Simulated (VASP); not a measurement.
# LiF (Fm-3m) in VASP: single point with r2SCAN

Aim: the single point of LiF with r2SCAN.

Program: VASP 6.6.1. These are calculated values, not measurements. Logs are shortened: lines on timing, memory, paths and dates and some standing lists are left out, and cuts for length are marked.

**1. The cell of the first run**

Symmetry: Fm-3m, No. 225, cubic system. The conventional cell has a = 4.083 Å, b = 4.083 Å, c = 4.083 Å, α = 90.00°, β = 90.00°, γ = 90.00°. Li (site symmetry m-3m) has 6 F at 2.04 Å within 2.7 Å. F (site symmetry m-3m) has 6 Li at 2.04 Å within 2.7 Å.

**2. Single point, r2SCAN**

POSCAR

```
LiF
1.0
    0.0000000000      2.0417135700      2.0417135700
    2.0417135700      0.0000000000      2.0417135700
    2.0417135700      2.0417135700      0.0000000000
Li F
1 1
Direct
    0.0000000000      0.0000000000      0.0000000000
    0.5000000000      0.5000000000      0.5000000000
```

INCAR.step1

```
  ALGO = Normal
  EDIFF = 1E-5
  ENCUT = 1490
  GGA = PE
  GGA_COMPAT = False
  ISMEAR = 0
  LASPH = True
  LCHARG = False
  LREAL = False
  LWAVE = True
  NBANDS = 12
  NELM = 120
  PREC = Accurate
  SIGMA = 0.1
```

INCAR.step2

```
  ALGO = Normal
  EDIFF = 1E-6
  ENCUT = 1490
  GGA_COMPAT = False
  ISIF = 2
  ISMEAR = 0
  ISTART = 1
  LASPH = True
  LCHARG = True
  LELF = True
  LMIXTAU = True
  LREAL = False
  LVHAR = True
  LWAVE = False
  METAGGA = R2SCAN
  NBANDS = 12
  NELM = 120
  PREC = Accurate
  SIGMA = 0.1
```

KPOINTS

```
k-points
0
Gamma
  8 8 8
```

Potentials or basis: VASP PAW PBE potentials, release 64 (Li_sv, F_h).

On the command line:

```
cat potpaw_PBE.64/Li_sv/POTCAR potpaw_PBE.64/F_h/POTCAR > POTCAR
cp INCAR.step1 INCAR
mpirun -np 1 vasp_std > vasp.out
cp INCAR.step2 INCAR
mpirun -np 1 vasp_std > vasp.out
```

OUTCAR:

```text
EDIFF = 1E-6
   ENCUT = 1490
   ISIF = 2
   ISMEAR = 0
   ISTART = 1
   LASPH = True
   LREAL = False
   METAGGA = R2SCAN
   NELM = 120
   PREC = Accurate

 ion  position               nearest neighbor table
   1  0.000  0.000  0.000-   2 2.04   2 2.04   2 2.04   2 2.04   2 2.04   2 2.04
   2  0.500  0.500  0.500-   1 2.04   1 2.04   1 2.04   1 2.04   1 2.04   1 2.04

  LATTYP: Found a face centered cubic cell.
 ALAT       =     4.0834271400

  Lattice vectors:

 A1 = (   0.0000000000,   2.0417135700,   2.0417135700)
 A2 = (   2.0417135700,   0.0000000000,   2.0417135700)
 A3 = (   2.0417135700,   2.0417135700,   0.0000000000)

Analysis of symmetry for initial positions (statically):
=====================================================================
 Subroutine PRICEL returns:
 Original cell was already a primitive cell.

 Routine SETGRP: Setting up the symmetry group for a
 face centered cubic supercell.

 Subroutine GETGRP returns: Found 48 space group operations
 (whereof 48 operations were pure point group operations)
 out of a pool of 48 trial point group operations.

The static configuration has the point symmetry O_h .

Analysis of symmetry for dynamics (positions and initial velocities):
=====================================================================
 Subroutine PRICEL returns:
 Original cell was already a primitive cell.

 Routine SETGRP: Setting up the symmetry group for a
 face centered cubic supercell.

 Subroutine GETGRP returns: Found 48 space group operations
 (whereof 48 operations were pure point group operations)
 out of a pool of 48 trial point group operations.

The dynamic configuration has the point symmetry O_h .

 Subroutine INISYM returns: Found 48 space group operations
 (whereof 48 operations are pure point group operations),
 and found     1 'primitive' translations

----------------------------------------------------------------------------------------

                                     Primitive cell

  volume of cell :      17.0222

  direct lattice vectors                    reciprocal lattice vectors
     0.000000000  2.041713570  2.041713570    -0.244892333  0.244892333  0.244892333
     2.041713570  0.000000000  2.041713570     0.244892333 -0.244892333  0.244892333
     2.041713570  2.041713570  0.000000000     0.244892333  0.244892333 -0.244892333

  length of vectors
     2.887419021  2.887419021  2.887419021     0.424165964  0.424165964  0.424165964

  position of ions in fractional coordinates (direct lattice)
     0.000000000  0.000000000  0.000000000
[... 83 lines left out ...]
   NFREE  =      0    steps in history (QN), initial steepest desc. (CG)
   ISIF   =      2    stress and relaxation
   ISYM   =      2    0-nonsym 1-usesym 2-fastsym
   POTIM  = 0.5000    time-step for ionic-motion
   TEBEG  =    0.0;   TEEND  =   0.0 temperature during run
   PSTRESS=    0.0 pullay stress
   NELECT =      10.0000    total number of electrons
   NUPDOWN=      -1.0000    fix difference up-down
   EMIN   =  10.00;   EMAX   =-10.00  energy-range for DOS
   EFERMI =   0.00;   METHOD = LEGACY
   ISMEAR =     0;   SIGMA  =   0.10  broadening in eV -4-tet -1-fermi 0-gaus
   EFERMI_NEDOS =   21; number of points for ismear=-14 and -15
   IALGO  =     38    algorithm
   IMIX   =      4    mixing-type and parameters
     AMIX     =   0.40;   BMIX     =  1.00
     AMIX_MAG =   1.60;   BMIX_MAG =  1.00
  volume/ion in A,a.u.               =       8.51        57.44
  Fermi-wavevector in a.u.,A,eV,Ry     =   1.371103  2.591009 25.577904  1.879923
  Thomas-Fermi vector in A             =   2.496830
   LORBIT       =      0    0 simple, 1 ext, 2 COOP (PROOUT), +10 PAW based schemes
   METAGGA = R2SCAN    functional components
   LHFCALC =     F    Hartree Fock is set to
   AEXX    =    0.0000 exact exchange contribution
   IVDW    =     0    specifies the selected vdW correction
   LEPSILON=     F    determine dielectric tensor
   LRPA    =     F    only Hartree local field effects (RPA)
 non-spin polarized calculation
 Gauss-broadening in eV      SIGMA  =   0.10
  energy-cutoff  :     1490.00
  volume of cell :       17.02
 maximum number of plane-waves:      2252
   NGX = 19   NGY = 19   NGZ = 19

 number of electron       9.9999999 magnetization

 Free energy of the ion-electron system (eV)
  ---------------------------------------------------
  ext. energy  EPLUGINS =         0.00000000
  ---------------------------------------------------
  free energy    TOTEN  =       -11.89850482 eV

  energy without entropy =      -11.89850482  energy(sigma->0) =      -11.89850482

 E-fermi :  -0.8384     XC(G=0): -10.3274

 val. band max:       -1.3815469431   @ k =   0.0000   0.0000   0.0000
 cond. band min:       8.4986892065   @ k =   0.0000   0.0000   0.0000
 fundamental gap:      9.8802361495
 Fermi energy:        -0.8384179896

 k-point     1 :       0.0000    0.0000    0.0000
  band No.  band energies     occupation
      1     -43.5128      2.00000
      2     -22.3672      2.00000
      3      -1.3815      2.00000
      4      -1.3815      2.00000
      5      -1.3815      2.00000
      6       8.4987      0.00000
      7      23.7433      0.00000
      8      23.7433      0.00000
      9      23.7433      0.00000
     10      24.0799      0.00000
     11      24.0799      0.00000
     12      24.0799      0.00000
[... 331 lines left out ...]
 k-point    24 :      -0.3750    0.2500    0.1250
  band No.  band energies     occupation
      1     -43.4590      2.00000
      2     -21.8791      2.00000
      3      -3.5684      2.00000
      4      -2.5331      2.00000
      5      -1.8429      2.00000
      6      11.9656      0.00000
      7      15.2331      0.00000
      8      18.7421      0.00000
      9      18.9941      0.00000
     10      27.0378      0.00000
     11      28.3721      0.00000
     12      33.8073      0.00000

 [... further k-points ...]
[... 5 lines left out ...]
  --------------------------------------------------------------------------------------
  -------------------------------------------------------------------------------------
  Total       -0.5961923     -0.5961923     -0.5961923      0.0000000      0.0000000      0.0000000
  in kB      -56.1154587    -56.1154587    -56.1154587      0.0000000      0.0000000      0.0000000
  external PRESSURE =     -56.1154587 kB  Pullay stress =       0.0000000 kB

 VOLUME and BASIS-vectors are now :
 -----------------------------------------------------------------------------
  energy-cutoff  :     1490.00
  volume of cell :       17.02
      direct lattice vectors                 reciprocal lattice vectors
     0.000000000  2.041713570  2.041713570    -0.244892333  0.244892333  0.244892333
     2.041713570  0.000000000  2.041713570     0.244892333 -0.244892333  0.244892333
     2.041713570  2.041713570  0.000000000     0.244892333  0.244892333 -0.244892333

 POSITION                                       TOTAL-FORCE (eV/Angst)
 -----------------------------------------------------------------------------------
      0.00000      0.00000      0.00000        -0.000000      0.000000      0.000000
      2.04171      2.04171      2.04171         0.000000     -0.000000     -0.000000
 -----------------------------------------------------------------------------------
    total drift:                                0.000000      0.000000      0.000000

  FREE ENERGIE OF THE ION-ELECTRON SYSTEM (eV)
  ---------------------------------------------------
  free  energy   TOTEN  =       -11.8985048202 eV

  energy  without entropy=      -11.8985048202  energy(sigma->0) =      -11.89850482
```

OUTCAR.step1:

```text
EDIFF = 1E-5
   ENCUT = 1490
   GGA = PE
   ISMEAR = 0
   LASPH = True
[... 582 lines left out ...]
 -----------------------------------------------------------------------------------
      0.00000      0.00000      0.00000         0.000000      0.000000     -0.000000
      2.04171      2.04171      2.04171        -0.000000     -0.000000      0.000000
 -----------------------------------------------------------------------------------
    total drift:                                0.000000      0.000000      0.000000

  FREE ENERGIE OF THE ION-ELECTRON SYSTEM (eV)
  ---------------------------------------------------
  free  energy   TOTEN  =        -9.6466150016 eV

  energy  without entropy=       -9.6466150016  energy(sigma->0) =       -9.64661500
```

OSZICAR.step1:

```text
N       E                     dE             d eps       ncg     rms          rms(c)
DAV:   1     0.876913129530E+02    0.87691E+02   -0.96987E+03   696   0.186E+03
DAV:   2    -0.380371266615E+01   -0.91495E+02   -0.86138E+02   908   0.312E+02
DAV:   3    -0.100797539783E+02   -0.62760E+01   -0.62391E+01   912   0.765E+01
DAV:   4    -0.101503833464E+02   -0.70629E-01   -0.70616E-01   852   0.865E+00
DAV:   5    -0.101511160500E+02   -0.73270E-03   -0.73270E-03   864   0.767E-01    0.464E+00
DAV:   6    -0.963874996883E+01    0.51237E+00   -0.24870E+00   832   0.102E+01    0.161E+00
DAV:   7    -0.964070414502E+01   -0.19542E-02   -0.20575E-02   884   0.206E+00    0.967E-01
DAV:   8    -0.964644248164E+01   -0.57383E-02   -0.19541E-02   904   0.183E+00    0.164E-01
DAV:   9    -0.964647520426E+01   -0.32723E-04   -0.12550E-03   796   0.421E-01    0.564E-02
DAV:  10    -0.964661469173E+01   -0.13949E-03   -0.22598E-04   800   0.126E-01    0.112E-02
DAV:  11    -0.964661500163E+01   -0.30990E-06   -0.33429E-06   740   0.238E-02
   1 F= -.96466150E+01 E0= -.96466150E+01  d E =-.212797E-16
```

Wall time 37 s (1 thread of Intel Xeon 6975P-C (Granite Rapids), shared host); peak memory 0.21 GiB.

Results:

```
Free energy            : -11.8985 eV
Pressure               : -5.6 GPa
Band gap on the k mesh : 9.88 eV
```

Caveat: the cell stands under tension; the PAW data sets were made with another functional, which shifts forces and pressure a little.
